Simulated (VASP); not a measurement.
# S (R-3m) in VASP: single point with PBE

Aim: the single point of S with PBE.

Program: VASP 6.6.1. These are calculated values, not measurements. Logs are shortened: lines on timing, memory, paths and dates and some standing lists are left out, and cuts for length are marked.

## (1) The cell of the first run

It takes space group R-3m (No. 166, trigonal). Conventional cell: a = 3.917 Å, b = 3.917 Å, c = 9.595 Å, α = 90.00°, β = 90.00°, γ = 120.00°. S (site symmetry 3m) has 4 S at 2.11 to 2.51 Å within 2.8 Å.

## (2) Single point, PBE

INCAR reads:

```
ALGO = Normal ; EDIFF = 1E-6
ENCUT = 500 ; GGA = PE
GGA_COMPAT = False ; ISIF = 2
ISMEAR = -1 ; ISYM = -1
LASPH = True ; LCHARG = False
LREAL = False ; LWAVE = False
NBANDS = 13 ; NELM = 120
PREC = Accurate ; SIGMA = 0.05
```

KPOINTS reads:

```
explicit points
365
Reciprocal
  0.05555556   0.05555556   0.05555556 2
  0.05555556   0.05555556   0.16666667 2
  0.05555556   0.05555556   0.27777778 2
  0.05555556   0.05555556   0.38888889 2
  0.05555556   0.05555556   0.50000000 2
  0.05555556   0.05555556   0.61111111 2
[... 357 lines left out ...]
  0.50000000   0.50000000   0.38888889 2
  0.50000000   0.50000000   0.50000000 1
```

POSCAR reads:

```
S
1.0
    0.0000000000      2.7698291284      2.7698291284
    2.7698291284      0.0000000000      2.7698291284
    2.7698291284      2.7698291284      0.0000000000
S
2
Direct
   -0.1700000000     -0.1100000000     -0.1100000000
    0.1700000000      0.1100000000      0.1100000000
```

Potentials or basis: VASP PAW PBE potentials, release 64 (S).

Command:

```bash
$ cat potpaw_PBE.64/S/POTCAR > POTCAR
$ mpirun -np 1 vasp_std > vasp.out
```

OUTCAR:

```text
EDIFF = 1E-6
   ENCUT = 500
   GGA = PE
   ISIF = 2
   ISMEAR = -1
   ISYM = -1
   LASPH = True
   LREAL = False
   NELM = 120
   PREC = Accurate

 ion  position               nearest neighbor table
   1  0.830  0.890  0.890-   2 2.11   2 2.51   2 2.51   2 2.51
   2  0.170  0.110  0.110-   1 2.11   1 2.51   1 2.51   1 2.51

IMPORTANT INFORMATION: All symmetrisations will be switched off!
NOSYMM: (Re-)initialisation of all symmetry stuff for point group C_1.

----------------------------------------------------------------------------------------

                                     Primitive cell

  volume of cell :      42.5000

  direct lattice vectors                    reciprocal lattice vectors
     0.000000000  2.769829128  2.769829128    -0.180516551  0.180516551  0.180516551
     2.769829128  0.000000000  2.769829128     0.180516551 -0.180516551  0.180516551
     2.769829128  2.769829128  0.000000000     0.180516551  0.180516551 -0.180516551

  length of vectors
     3.917129919  3.917129919  3.917129919     0.312663837  0.312663837  0.312663837

  position of ions in fractional coordinates (direct lattice)
     0.830000000  0.890000000  0.890000000
     0.170000000  0.110000000  0.110000000

  ion indices of the primitive-cell ions
   primitive index   ion index
                 1           1
                 2           2

----------------------------------------------------------------------------------------

 KPOINTS: explicit points

Read explicit list of k-points.

 Found    365 k-points:

 Following reciprocal coordinates:
            Coordinates               Weight
  0.055556  0.055556  0.055556      0.002743
  0.055556  0.055556  0.166667      0.002743
  0.055556  0.055556  0.277778      0.002743
  0.055556  0.055556  0.388889      0.002743
  0.055556  0.055556  0.500000      0.002743
  0.055556  0.055556  0.611111      0.002743
[... 16 lines left out ...]
  0.055556  0.277778  0.500000      0.002743
  0.055556  0.277778  0.611111      0.002743
 [... further k-points ...]
   k-points           NKPTS =    365   k-points in BZ     NKDIM =    365   number of bands    NBANDS=     13
   number of dos      NEDOS =    301   number of ions     NIONS =      2
   total plane-waves  NPLWV =  27000
   dimension x,y,z NGX =    30 NGY =   30 NGZ =   30
   dimension x,y,z NGXF=    60 NGYF=   60 NGZF=   60
   ions per type =               2
   NGX,Y,Z   is equivalent  to a cutoff of  12.73, 12.73, 12.73 a.u.
   NGXF,Y,Z  is equivalent  to a cutoff of  25.46, 25.46, 25.46 a.u.
 SYSTEM =  unknown system
   PREC   = accura    normal or accurate (medium, high low for compatibility)
   ISTART =      0    job   : 0-new  1-cont  2-samecut
   ICHARG =      2    charge: 1-file 2-atom 10-const
   ISPIN  =      1    spin polarized calculation?
   LNONCOLLINEAR =      F non collinear calculations
   LSORBIT =      F    spin-orbit coupling
   LASPH  =      T    aspherical Exc in radial PAW
   ENCUT  =  500.0 eV  36.75 Ry    6.06 a.u.   7.14  7.14  7.14*2*pi/ulx,y,z
   NELM   =    120;   NELMIN=  2; NELMDL= -5     # of ELM steps
   EDIFF  = 0.1E-05   stopping-criterion for ELM
   LREAL  =      F    real-space projection
   EDIFFG = 0.1E-04   stopping-criterion for IOM
   NSW    =      0    number of steps for IOM
   IBRION =     -1    ionic relax: 0-MD 1-quasi-New 2-CG
   NFREE  =      0    steps in history (QN), initial steepest desc. (CG)
   ISIF   =      2    stress and relaxation
   ISYM   =     -1    0-nonsym 1-usesym 2-fastsym
   POTIM  = 0.5000    time-step for ionic-motion
   TEBEG  =    0.0;   TEEND  =   0.0 temperature during run
   PSTRESS=    0.0 pullay stress
   NELECT =      12.0000    total number of electrons
   NUPDOWN=      -1.0000    fix difference up-down
   EMIN   =  10.00;   EMAX   =-10.00  energy-range for DOS
   EFERMI =   0.00;   METHOD = LEGACY
   ISMEAR =    -1;   SIGMA  =   0.05  broadening in eV -4-tet -1-fermi 0-gaus
   EFERMI_NEDOS =   21; number of points for ismear=-14 and -15
   IALGO  =     38    algorithm
   IMIX   =      4    mixing-type and parameters
     AMIX     =   0.40;   BMIX     =  1.00
     AMIX_MAG =   1.60;   BMIX_MAG =  1.00
  volume/ion in A,a.u.               =      21.25       143.40
  Fermi-wavevector in a.u.,A,eV,Ry     =   1.074003  2.029572 15.694089  1.153483
  Thomas-Fermi vector in A             =   2.209819
   LORBIT       =      0    0 simple, 1 ext, 2 COOP (PROOUT), +10 PAW based schemes
   GGA     = PE    functional components
   LHFCALC =     F    Hartree Fock is set to
   AEXX    =    0.0000 exact exchange contribution
   IVDW    =     0    specifies the selected vdW correction
   LEPSILON=     F    determine dielectric tensor
   LRPA    =     F    only Hartree local field effects (RPA)
 non-spin polarized calculation
  energy-cutoff  :      500.00
  volume of cell :       42.50
 maximum number of plane-waves:      1093
 NGX is ok and might be reduce to    30
   NGX = 15   NGY = 15   NGZ = 15

 number of electron      12.0000001 magnetization

 Free energy of the ion-electron system (eV)
  ---------------------------------------------------
  ext. energy  EPLUGINS =         0.00000000
  ---------------------------------------------------
  free energy    TOTEN  =        -6.76305280 eV

  energy without entropy =       -6.75602131  energy(sigma->0) =       -6.75953705

 E-fermi :   4.7927     XC(G=0):  -9.2383

 val. band max:        4.7873317443   @ k =   0.5000   0.1667   0.8333
 cond. band min:       4.7941831099   @ k =   0.1667   0.1667   0.9444
 fundamental gap:      0.0068513656
 Fermi energy:         4.7927203542

 k-point     1 :       0.0556    0.0556    0.0556
  band No.  band energies     occupation
      1     -12.0689      2.00000
      2      -3.6203      2.00000
      3      -1.1974      2.00000
      4       1.4732      2.00000
      5       1.5251      2.00000
      6       2.9270      2.00000
      7       3.0331      2.00000
      8       5.4111      0.00001
      9      10.5378      0.00000
     10      12.5468      0.00000
     11      12.5737      0.00000
     12      14.7389      0.00000
     13      15.0110      0.00000

 k-point     2 :       0.0556    0.0556    0.1667
  band No.  band energies     occupation
      1     -11.9405      2.00000
      2      -4.0717      2.00000
      3      -1.3147      2.00000
      4       1.0755      2.00000
      5       1.4494      2.00000
      6       3.2011      2.00000
      7       3.4858      2.00000
      8       5.7095      0.00000
      9      10.9773      0.00000
     10      12.2412      0.00000
     11      12.6013      0.00000
     12      14.6889      0.00000
     13      15.5519      0.00000

 k-point     3 :       0.0556    0.0556    0.2778
  band No.  band energies     occupation
      1     -11.6364      2.00000
      2      -5.0261      2.00000
      3      -1.4030      2.00000
      4       0.5645      2.00000
      5       1.2056      2.00000
      6       3.4520      2.00000
      7       4.5570      1.98222
      8       6.2313      0.00000
      9      11.3579      0.00000
     10      12.4117      0.00000
     11      12.8092      0.00000
     12      14.6573      0.00000
     13      16.8905      0.00000

 k-point     4 :       0.0556    0.0556    0.3889
  band No.  band energies     occupation
      1     -11.2429      2.00000
      2      -5.9941      2.00000
      3      -1.4750      2.00000
      4       0.1473      2.00000
      5       1.0048      2.00000
      6       3.5551      2.00000
      7       5.7795      0.00000
      8       6.7185      0.00000
      9      11.7982      0.00000
     10      12.5757      0.00000
     11      13.4050      0.00000
     12      14.8363      0.00000
     13      16.6015      0.00000

 k-point     5 :       0.0556    0.0556    0.5000
  band No.  band energies     occupation
      1     -10.9539      2.00000
      2      -6.5920      2.00000
      3      -1.4769      2.00000
      4      -0.0925      2.00000
      5       0.9266      2.00000
      6       3.5414      2.00000
      7       6.5434      0.00000
      8       7.1038      0.00000
      9      12.5555      0.00000
     10      12.8088      0.00000
     11      13.3602      0.00000
     12      14.5767      0.00000
     13      15.5076      0.00000

 k-point     6 :       0.0556    0.0556    0.6111
  band No.  band energies     occupation
      1     -11.0054      2.00000
      2      -6.5190      2.00000
      3      -1.3861      2.00000
      4      -0.1096      2.00000
      5       0.9854      2.00000
      6       3.4729      2.00000
      7       6.5741      0.00000
      8       6.9879      0.00000
      9      12.4126      0.00000
     10      12.5293      0.00000
     11      13.4412      0.00000
     12      14.2531      0.00000
     13      15.5993      0.00000

 k-point     7 :       0.0556    0.0556    0.7222
  band No.  band energies     occupation
      1     -11.3492      2.00000
      2      -5.8345      2.00000
      3      -1.2295      2.00000
      4       0.1168      2.00000
      5       1.1637      2.00000
      6       3.3491      2.00000
      7       5.8091      0.00000
      8       6.4580      0.00000
      9      11.7185      0.00000
     10      12.2912      0.00000
     11      12.8276      0.00000
     12      14.9725      0.00000
     13      17.1630      0.00000
[... 193 lines left out ...]
 k-point    20 :       0.0556    0.2778    0.1667
  band No.  band energies     occupation
      1     -11.6064      2.00000
      2      -5.1568      2.00000
      3      -1.3357      2.00000
      4       0.1646      2.00000
      5       2.0393      2.00000
      6       2.9419      2.00000
      7       4.7523      1.38318
      8       6.2234      0.00000
      9      10.8765      0.00000
     10      12.4056      0.00000
     11      13.2418      0.00000
     12      15.3236      0.00000
     13      16.5742      0.00000

 k-point    21 :       0.0556    0.2778    0.2778
  band No.  band energies     occupation
      1     -11.3893      2.00000
      2      -5.7170      2.00000
      3      -1.4268      2.00000
      4      -0.1076      2.00000
      5       2.5461      2.00000
      6       2.6400      2.00000
      7       5.2369      0.00028
      8       6.5118      0.00000
      9      10.4414      0.00000
     10      13.1021      0.00000
     11      13.8138      0.00000
     12      16.1821      0.00000
     13      16.5269      0.00000

 k-point    22 :       0.0556    0.2778    0.3889
  band No.  band energies     occupation
      1     -11.0319      2.00000
      2      -6.4499      2.00000
      3      -1.5234      2.00000
      4      -0.5943      2.00000
      5       2.4238      2.00000
      6       3.0556      2.00000
      7       5.9169      0.00000
      8       6.9869      0.00000
      9      10.5428      0.00000
     10      13.3747      0.00000
     11      14.1998      0.00000
     12      16.3814      0.00000
     13      16.6255      0.00000

 k-point    23 :       0.0556    0.2778    0.5000
  band No.  band energies     occupation
      1     -10.6653      2.00000
      2      -7.0541      2.00000
      3      -1.6196      2.00000
      4      -1.0640      2.00000
      5       2.2813      2.00000
      6       3.6083      2.00000
      7       6.4047      0.00000
      8       7.4908      0.00000
      9      10.8450      0.00000
     10      12.9308      0.00000
     11      13.9762      0.00000
     12      15.6986      0.00000
     13      16.7380      0.00000

 k-point    24 :       0.0556    0.2778    0.6111
  band No.  band energies     occupation
      1     -10.5415      2.00000
      2      -7.2001      2.00000
      3      -1.9013      2.00000
      4      -1.0406      2.00000
      5       2.1690      2.00000
      6       4.0276      2.00000
      7       6.5171      0.00000
      8       7.5758      0.00000
      9      10.8687      0.00000
     10      12.6470      0.00000
     11      13.4630      0.00000
     12      15.8907      0.00000
     13      17.3519      0.00000

 [... further k-points ...]
[... 5 lines left out ...]
  --------------------------------------------------------------------------------------
  -------------------------------------------------------------------------------------
  Total        1.9241901      1.9545530      1.9545526      1.4266176     -1.3397153      1.4266189
  in kB       72.5386772     73.6833043     73.6832920     53.7810439    -50.5049770     53.7810934
  external PRESSURE =      73.3017578 kB  Pullay stress =       0.0000000 kB

 VOLUME and BASIS-vectors are now :
 -----------------------------------------------------------------------------
  energy-cutoff  :      500.00
  volume of cell :       42.50
      direct lattice vectors                 reciprocal lattice vectors
     0.000000000  2.769829128  2.769829128    -0.180516551  0.180516551  0.180516551
     2.769829128  0.000000000  2.769829128     0.180516551 -0.180516551  0.180516551
     2.769829128  2.769829128  0.000000000     0.180516551  0.180516551 -0.180516551

 POSITION                                       TOTAL-FORCE (eV/Angst)
 -----------------------------------------------------------------------------------
      4.93030      4.76411      4.76411         1.711282     -1.768646     -1.768647
      0.60936      0.77555      0.77555        -1.711282      1.768646      1.768647
 -----------------------------------------------------------------------------------
    total drift:                               -0.000000     -0.000001     -0.000000

  FREE ENERGIE OF THE ION-ELECTRON SYSTEM (eV)
  ---------------------------------------------------
  free  energy   TOTEN  =        -6.7630528002 eV

  energy  without entropy=       -6.7560213065  energy(sigma->0) =       -6.75953705
```

It took 97 s on 1 thread of Intel Xeon Platinum 8488C (Sapphire Rapids), shared host; peak memory 0.26 GiB.

What came out:

* Free energy: -6.7631 eV
* Pressure: 7.3 GPa
* Largest force: 3.031 eV/Å
* Band gap on the k mesh: zero (bands 6 and 7 overlap by 2.40 eV)

Forces in eV/Å, atoms in the order of the input:
```
S    1.711 -1.769 -1.769
S   -1.711  1.769  1.769
```

Stress tensor (GPa, compression positive):
```
 7.25  5.38  5.38
 5.38  7.37 -5.05
 5.38 -5.05  7.37
```

Caveat: the cell stands under pressure; forces of over 1 eV/Å act on the atoms, so gaps and moduli don't describe the material at rest.
